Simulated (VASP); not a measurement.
# Sn3Te2O (R-3m) in VASP: a series of runs, part 3 of 3

VASP 6.6.1.

## 5. Single point, PBE

This run uses another cell than the first one, of 25.48 Å³/atom.

Contents of INCAR:

```
SYSTEM = Sn3Te2O
PREC = Accurate ; ENCUT = 520
EDIFF = 1E-7 ; ISMEAR = 0
SIGMA = 0.1 ; LREAL = .False.
LASPH = .True. ; NELM = 80
ALGO = Normal ; ISIF = 2
LWAVE = .False. ; LCHARG = .True.
GGA = PE ; LELF = .True.
LVHAR = .True. ; NBANDS = 39
```

Contents of KPOINTS:

```
regular mesh
0
Gamma
  6 6 6
  0 0 0
```

Contents of POSCAR:

```
Sn3Te2O
1.0
    3.3709712572      1.9462311628      3.8832700413
   -3.3709712572      1.9462311628      3.8832700413
    0.0000000000     -3.8924623255      3.8832700413
Sn Te O
3 2 1
Direct
    0.0000000000      0.5000000000      0.5000000000
    0.5000000000      0.0000000000      0.5000000000
    0.5000000000      0.5000000000      0.0000000000
    0.8724475497      0.8724475497      0.8724475497
    0.1275524503      0.1275524503      0.1275524503
    0.5000000000      0.5000000000      0.5000000000
```

Potentials or basis: VASP PAW PBE potentials, release 64 (Sn_d, Te, O).

Command:

```
> cat potpaw_PBE.64/Sn_d/POTCAR potpaw_PBE.64/Te/POTCAR potpaw_PBE.64/O/POTCAR > POTCAR
> mpirun -np 1 vasp_std > vasp.out
```

OUTCAR:

```text
SYSTEM = Sn3Te2O
   PREC = Accurate
   ENCUT = 520
   EDIFF = 1E-7
   ISMEAR = 0
   LREAL = .False.
   LASPH = .True.
   NELM = 80
   ISIF = 2
   GGA = PE

 ion  position               nearest neighbor table
   1  0.000  0.500  0.500-   6 2.75   6 2.75   4 3.09   5 3.09   3 3.37   3 3.37   2 3.37   2 3.37
                             5 3.68   4 3.68   4 3.68   5 3.68
   2  0.500  0.000  0.500-   6 2.75   6 2.75   4 3.09   5 3.09   3 3.37   3 3.37   1 3.37   1 3.37
                             5 3.68   4 3.68   5 3.68   4 3.68
   3  0.500  0.500  0.000-   6 2.75   6 2.75   4 3.09   5 3.09   2 3.37   1 3.37   2 3.37   1 3.37
                             5 3.68   4 3.68   5 3.68   4 3.68
   4  0.872  0.872  0.872-   5 2.97   2 3.09   1 3.09   3 3.09   1 3.68   2 3.68   3 3.68   3 3.68
                             1 3.68   2 3.68
   5  0.128  0.128  0.128-   4 2.97   2 3.09   1 3.09   3 3.09   1 3.68   2 3.68   3 3.68   3 3.68
                             2 3.68   1 3.68
   6  0.500  0.500  0.500-   3 2.75   3 2.75   1 2.75   2 2.75   2 2.75   1 2.75

  LATTYP: Found a trigonal (rhomboedric) cell.
 ALAT       =     5.4982769273
 COS(alpha) =     0.2482267385

  Lattice vectors:

 A1 = (   3.3709712572,   1.9462311628,   3.8832700413)
 A2 = (  -3.3709712572,   1.9462311628,   3.8832700413)
 A3 = (   0.0000000000,  -3.8924623255,   3.8832700413)

Analysis of symmetry for initial positions (statically):
=====================================================================
 Subroutine PRICEL returns:
 Original cell was already a primitive cell.

 Routine SETGRP: Setting up the symmetry group for a
 trigonal (rhombohedral) supercell.

 Subroutine GETGRP returns: Found 12 space group operations
 (whereof 12 operations were pure point group operations)
 out of a pool of 12 trial point group operations.

The static configuration has the point symmetry D_3d.

Analysis of symmetry for dynamics (positions and initial velocities):
=====================================================================
 Subroutine PRICEL returns:
 Original cell was already a primitive cell.

 Routine SETGRP: Setting up the symmetry group for a
 trigonal (rhombohedral) supercell.

 Subroutine GETGRP returns: Found 12 space group operations
 (whereof 12 operations were pure point group operations)
 out of a pool of 12 trial point group operations.

The dynamic configuration has the point symmetry D_3d.

 Subroutine INISYM returns: Found 12 space group operations
 (whereof 12 operations are pure point group operations),
 and found     1 'primitive' translations

----------------------------------------------------------------------------------------

                                     Primitive cell

  volume of cell :     152.8616

  direct lattice vectors                    reciprocal lattice vectors
     3.370971257  1.946231163  3.883270041     0.148325204  0.085635597  0.085838309
    -3.370971257  1.946231163  3.883270041    -0.148325204  0.085635597  0.085838309
     0.000000000 -3.892462325  3.883270041     0.000000000 -0.171271193  0.085838309

  length of vectors
     5.498276927  5.498276927  5.498276927     0.191577757  0.191577757  0.191577757

  position of ions in fractional coordinates (direct lattice)
     0.000000000  0.500000000  0.500000000
     0.500000000  0.000000000  0.500000000
     0.500000000  0.500000000  0.000000000
[... 45 lines left out ...]
  0.166667  0.166667  0.000000      6.000000
  0.333333  0.166667  0.000000     12.000000
[... 16 lines left out ...]
  0.500000  0.500000  0.166667      6.000000
 -0.333333  0.500000  0.166667     12.000000
 [... further k-points ...]
   k-points           NKPTS =     32   k-points in BZ     NKDIM =     32   number of bands    NBANDS=     39
   number of dos      NEDOS =    301   number of ions     NIONS =      6
   total plane-waves  NPLWV =  74088
   dimension x,y,z NGX =    42 NGY =   42 NGZ =   42
   dimension x,y,z NGXF=    84 NGYF=   84 NGZF=   84
   ions per type =               3   2   1
   NGX,Y,Z   is equivalent  to a cutoff of  12.70, 12.70, 12.70 a.u.
   NGXF,Y,Z  is equivalent  to a cutoff of  25.40, 25.40, 25.40 a.u.
 SYSTEM =  Sn3Te2O
   PREC   = accura    normal or accurate (medium, high low for compatibility)
   ISTART =      0    job   : 0-new  1-cont  2-samecut
   ICHARG =      2    charge: 1-file 2-atom 10-const
   ISPIN  =      1    spin polarized calculation?
   LNONCOLLINEAR =      F non collinear calculations
   LSORBIT =      F    spin-orbit coupling
   LASPH  =      T    aspherical Exc in radial PAW
   ENCUT  =  520.0 eV  38.22 Ry    6.18 a.u.  10.22 10.22 10.22*2*pi/ulx,y,z
   NELM   =     80;   NELMIN=  2; NELMDL= -5     # of ELM steps
   EDIFF  = 0.1E-06   stopping-criterion for ELM
   LREAL  =      F    real-space projection
   EDIFFG = 0.1E-05   stopping-criterion for IOM
   NSW    =      0    number of steps for IOM
   IBRION =     -1    ionic relax: 0-MD 1-quasi-New 2-CG
   NFREE  =      0    steps in history (QN), initial steepest desc. (CG)
   ISIF   =      2    stress and relaxation
   ISYM   =      2    0-nonsym 1-usesym 2-fastsym
   POTIM  = 0.5000    time-step for ionic-motion
   TEBEG  =    0.0;   TEEND  =   0.0 temperature during run
   PSTRESS=    0.0 pullay stress
   NELECT =      60.0000    total number of electrons
   NUPDOWN=      -1.0000    fix difference up-down
   EMIN   =  10.00;   EMAX   =-10.00  energy-range for DOS
   EFERMI =   0.00;   METHOD = LEGACY
   ISMEAR =     0;   SIGMA  =   0.10  broadening in eV -4-tet -1-fermi 0-gaus
   EFERMI_NEDOS =   21; number of points for ismear=-14 and -15
   IALGO  =     38    algorithm
   IMIX   =      4    mixing-type and parameters
     AMIX     =   0.40;   BMIX     =  1.00
     AMIX_MAG =   1.60;   BMIX_MAG =  1.00
  volume/ion in A,a.u.               =      25.48       171.93
  Fermi-wavevector in a.u.,A,eV,Ry     =   1.198650  2.265121 19.548339  1.436762
  Thomas-Fermi vector in A             =   2.334534
   LORBIT       =      0    0 simple, 1 ext, 2 COOP (PROOUT), +10 PAW based schemes
   GGA     = PE    functional components
   LHFCALC =     F    Hartree Fock is set to
   AEXX    =    0.0000 exact exchange contribution
   IVDW    =     0    specifies the selected vdW correction
   LEPSILON=     F    determine dielectric tensor
   LRPA    =     F    only Hartree local field effects (RPA)
 non-spin polarized calculation
 Gauss-broadening in eV      SIGMA  =   0.10
  energy-cutoff  :      520.00
  volume of cell :      152.86
 maximum number of plane-waves:      4136
 NGX is ok and might be reduce to    42
   NGX = 21   NGY = 21   NGZ = 21

 number of electron      60.0000005 magnetization

 Free energy of the ion-electron system (eV)
  ---------------------------------------------------
  ext. energy  EPLUGINS =         0.00000000
  ---------------------------------------------------
  free energy    TOTEN  =       -23.40856920 eV

  energy without entropy =      -23.39262360  energy(sigma->0) =      -23.40059640

 E-fermi :   7.1879     XC(G=0): -10.0315

 val. band max:        7.1656066989   @ k =  -0.1667   0.5000   0.1667
 cond. band min:       7.1930021642   @ k =  -0.3333   0.5000   0.1667
 fundamental gap:      0.0273954652
 Fermi energy:         7.1879071158

 k-point     1 :       0.0000    0.0000    0.0000
  band No.  band energies     occupation
      1     -14.6268      2.00000
      2     -14.6247      2.00000
      3     -14.6247      2.00000
      4     -14.5777      2.00000
      5     -14.5723      2.00000
      6     -14.5643      2.00000
[... 997 lines left out ...]
     38      11.3505      0.00000
     39      11.5841      0.00000

 [... further k-points ...]

------------------------ aborting loop because EDIFF is reached ----------------------------------------

  FORCE on cell =-STRESS in cart. coord.  units (eV):
  Direction    XX          YY          ZZ          XY          YZ          ZX
  --------------------------------------------------------------------------------------
  -------------------------------------------------------------------------------------
  Total       -0.0455793     -0.0455793     -0.0285635      0.0000000     -0.0000000      0.0000000
  in kB       -0.4777266     -0.4777266     -0.2993806      0.0000000     -0.0000000      0.0000000
  external PRESSURE =      -0.4182780 kB  Pullay stress =       0.0000000 kB

 VOLUME and BASIS-vectors are now :
 -----------------------------------------------------------------------------
  energy-cutoff  :      520.00
  volume of cell :      152.86
      direct lattice vectors                 reciprocal lattice vectors
     3.370971257  1.946231163  3.883270041     0.148325204  0.085635597  0.085838309
    -3.370971257  1.946231163  3.883270041    -0.148325204  0.085635597  0.085838309
     0.000000000 -3.892462325  3.883270041     0.000000000 -0.171271193  0.085838309

 POSITION                                       TOTAL-FORCE (eV/Angst)
 -----------------------------------------------------------------------------------
     -1.68549     -0.97312      3.88327        -0.000000     -0.000000     -0.000000
      1.68549     -0.97312      3.88327        -0.000000     -0.000000      0.000000
      0.00000      1.94623      3.88327         0.000000     -0.000000     -0.000000
      0.00000      0.00000     10.16385        -0.000000      0.000000      0.006136
      0.00000      0.00000      1.48596        -0.000000     -0.000000     -0.006136
      0.00000      0.00000      5.82491         0.000000     -0.000000      0.000000
 -----------------------------------------------------------------------------------
    total drift:                                0.000000      0.000000     -0.000000

  FREE ENERGIE OF THE ION-ELECTRON SYSTEM (eV)
  ---------------------------------------------------
  free  energy   TOTEN  =       -23.4085692030 eV

  energy  without entropy=      -23.3926235994  energy(sigma->0) =      -23.40059640
```

Run time: 98 s. Hardware: 1 thread of Intel Xeon 6975P-C (Granite Rapids), shared host; peak memory 0.35 GiB.

Results:

```yaml
Free_energy: -23.4086 eV
Pressure: 0.0 GPa
Largest_force: 0.006 eV/Å
Band_gap_on_the_k_mesh: zero (bands 30 and 31 overlap by 1.19 eV)
```

Forces on the atoms (eV/Å):
```
Sn   0.000  0.000  0.000
Sn   0.000  0.000  0.000
Sn   0.000  0.000  0.000
Te   0.000  0.000  0.006
Te   0.000  0.000 -0.006
O    0.000  0.000  0.000
```

Caveat: spin-orbit coupling is left out, which moves the levels of the heavy elements.

## 6. Relaxation of cell and atoms, PBE

Contents of INCAR:

```
PREC = Accurate ; ENCUT = 600
EDIFF = 1E-7 ; ISMEAR = 0
SIGMA = 0.1 ; LREAL = False
LASPH = True ; NELM = 80
ALGO = Normal ; ISIF = 3
LWAVE = False ; LCHARG = False
GGA = PE ; IBRION = 2
NSW = 100 ; EDIFFG = -0.01
```

Contents of KPOINTS:

```
regular mesh
0
Gamma
  6 6 6
```

Contents of POSCAR:

```
Sn3Te2O
1.0
    3.3635370061      1.9419389959      3.8763886603
   -3.3635370061      1.9419389959      3.8763886603
    0.0000000000     -3.8838779918      3.8763886603
Sn Te O
3 2 1
Direct
    0.0000000000      0.5000000000      0.5000000000
    0.5000000000      0.0000000000      0.5000000000
    0.5000000000      0.5000000000      0.0000000000
    0.8718300882      0.8718300882      0.8718300882
    0.1281699118      0.1281699118      0.1281699118
    0.5000000000      0.5000000000      0.5000000000
```

Potentials or basis: VASP PAW PBE potentials, release 64 (Sn_d, Te, O).

Command:

```
> cat potpaw_PBE.64/Sn_d/POTCAR potpaw_PBE.64/Te/POTCAR potpaw_PBE.64/O/POTCAR > POTCAR
> mpirun -np 1 vasp_std > vasp.out
```

Run time: 5.9 min. Hardware: 1 thread of Intel Xeon 6975P-C (Granite Rapids), shared host; peak memory 0.47 GiB.

The run converged. Its results:

* Free energy: -23.4095 eV
* Relaxed volume: 25.46 Å³/atom
* Relaxed cell: a = 5.497 Å, b = 5.497 Å, c = 5.497 Å, α = 75.63°, β = 75.63°, γ = 75.63°
* Space group after relaxing (to 0.1 Å): R-3m (No. 166)
* Energy gained by relaxing: 0.2 meV/atom
* Ionic steps: 5
* Pressure after relaxing: 0.0 GPa
* Band gap on the k mesh: zero (bands 30 and 31 overlap by 1.19 eV)

Forces in eV/Å, atoms in the order of the input:
```
Sn   0.000  0.000  0.000
Sn   0.000  0.000  0.000
Sn   0.000  0.000  0.000
Te   0.000  0.000  0.002
Te   0.000  0.000 -0.002
O    0.000  0.000  0.000
```

The path:
```csv
step,energy change (eV),largest force (eV/Å),pressure (GPa),volume (Å³)
1,0.0000,0.0925,0.31,151.92
2,-0.0013,0.0357,-0.09,152.99
3,-0.0013,0.0424,-0.05,152.86
4,-0.0015,0.0165,-0.02,152.80
5,-0.0015,0.0021,0.00,152.76
```

Final structure:
```cif
data_structure
_symmetry_space_group_name_H-M 'P 1'
_symmetry_Int_Tables_number 1
_cell_length_a 5.4971
_cell_length_b 5.4971
_cell_length_c 5.4971
_cell_angle_alpha 75.628
_cell_angle_beta 75.628
_cell_angle_gamma 75.628
_cell_volume 152.76
loop_
_atom_site_label
_atom_site_type_symbol
_atom_site_fract_x
_atom_site_fract_y
_atom_site_fract_z
_atom_site_occupancy
Sn1 Sn 0.00000 0.50000 0.50000 1
Sn2 Sn 0.50000 0.00000 0.50000 1
Sn3 Sn 0.50000 0.50000 0.00000 1
Te1 Te 0.87249 0.87249 0.87249 1
Te2 Te 0.12751 0.12751 0.12751 1
O1 O 0.50000 0.50000 0.50000 1
```

Levels at points of the mesh, in eV from the Fermi level:
```csv
k point,band 27,band 28,band 29,band 30,band 31,band 32,band 33,band 34
"(0.00, 0.00, 0.00)",-1.92,-1.92,-1.73,-1.73,-0.81,-0.81,2.45,3.46
"(0.50, 0.00, 0.00)",-2.46,-1.59,-0.63,0.34,0.81,0.97,1.72,2.07
"(0.50, 0.50, 0.00)",-1.63,-1.51,-1.10,-0.84,-0.07,1.15,1.28,2.66
"(0.50, 0.50, 0.50)",-1.37,-0.53,0.07,0.08,0.08,1.14,1.14,3.56
```

Caveat: spin-orbit coupling is left out, which moves the levels of the heavy elements.

## 7. The runs side by side

```tsv
task	cell	k mesh	cutoff (eV)	gap on the mesh (eV)	pressure (GPa)	relaxed volume (Å³/atom)	largest force (eV/Å)
single point	a = 5.487 Å, angles 75.6°, 6 atoms, atomic positions A	3 × 3 × 3	520	none	0.0	-	0.01
single point	a = 6.343 Å, angles 59.3°, 6 atoms, atomic positions B	3 × 3 × 3	520	none	-5.9	-	0.40
relaxation of cell and atoms	relaxed from a = 6.343 Å, angles 59.3°, 6 atoms, atomic positions B	3 × 3 × 3	600	none	-0.1	25.38	0.02
single point	a = 5.498 Å, angles 75.6°, 6 atoms, atomic positions C	6 × 6 × 6	520	none	0.0	-	0.01
relaxation of cell and atoms	relaxed from a = 5.487 Å, angles 75.6°, 6 atoms, atomic positions A	6 × 6 × 6	600	none	0.0	25.46	-
```

Alike in all rows: level PBE; potentials or basis VASP PAW PBE potentials, release 64 (Sn_d, Te, O); no spin polarisation; smearing gaussian 0.1 eV.

Caveats: some runs use coarse meshes; spin-orbit coupling is left out, which moves the levels of the heavy elements; semilocal functionals underestimate gaps, and a narrow one can read as zero (at least some runs).

Total energies depend on the potentials used, so only differences within one code and one set of settings carry meaning.

The gap in the log of VASP goes by the Fermi energy; the results here count the filled bands.